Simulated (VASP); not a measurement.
Wanted: the native input for a VASP 6.6.1 run.

```yaml
Task: single point
Functional: PBE
Potentials_or_basis: VASP PAW PBE potentials, release 64 (Ba_sv, Ti_sv, O)
Cutoff: 520 eV
k_mesh: 8 × 8 × 8
Occupations: gaussian, width 0.02 eV
Spin: no spin polarisation
Hubbard_terms: Ti d U = 4.0 eV
Dipole_correction: no
Further_INCAR_settings: ALGO = Normal; EDIFF = 1e-06; NBANDS = 28
```

The structure of BaTiO3 lies in POSCAR:

```
BaTiO3
1.0
    3.9923507831      0.0000000000      0.0000000000
    0.0000000000      3.9923507831      0.0000000000
    0.0000000000      0.0000000000      4.0215958715
Ba Ti O
1 1 3
Direct
    0.5000000000      0.5000000000      0.5775614125
    0.0000000000      0.0000000000      0.0863787048
    0.0000000000      0.5000000000      0.0672452815
    0.5000000000      0.0000000000      0.0672452815
    0.0000000000      0.0000000000      0.5615663097
```

One way to write it, as run:

INCAR

```
SYSTEM = BaTiO3
PREC     = Accurate       ! precision mode
ENCUT    = 520            ! plane-wave cutoff, eV
EDIFF    = 1E-6           ! SCF threshold, eV
ISMEAR   = 0              ! smearing method
SIGMA    = 0.02           ! smearing width, eV
LREAL    = .FALSE.        ! projectors in reciprocal space
LASPH    = .TRUE.         ! aspherical terms in the spheres
NELM     = 150            ! most SCF steps
ALGO     = Normal         ! electronic algorithm
ISIF     = 2              ! what is computed and relaxed
LWAVE    = .FALSE.        ! write WAVECAR
LCHARG   = .TRUE.         ! write CHGCAR
LMAXMIX  = 4              ! l up to which the mixer works
LDAU     = .TRUE.         ! DFT+U
LDAUTYPE = 2            
LDAUL    = -1 2 -1        ! shell
LDAUU    = 0 4 0          ! U, eV
LDAUJ    = 0 0 0        
LDAUPRINT= 1            
GGA      = PE             ! functional
LELF     = .TRUE.         ! ELF
LVHAR    = .TRUE.       
NBANDS   = 28             ! bands
```

KPOINTS

```
regular mesh
0
G
  8 8 8
  0 0 0
```

Potentials or basis: VASP PAW PBE potentials, release 64 (Ba_sv, Ti_sv, O).

Run with:

```sh
$ cat potpaw_PBE.64/Ba_sv/POTCAR potpaw_PBE.64/Ti_sv/POTCAR potpaw_PBE.64/O/POTCAR > POTCAR
$ mpirun -np 1 vasp_std > vasp.out
```

Results of the run:

```json
{"Pressure": "7.8 GPa", "Largest force": "0.318 eV/Å", "Band gap on the k mesh": "2.24 eV (least direct gap 2.52 eV)"}
```

Caveat: the cell stands under pressure; spin-orbit coupling is left out, which moves the levels of the heavy elements.

Run time: 3.2 min on 1 thread of Intel Xeon 8259CL, with other jobs on the host, peak memory 0.27 GiB.
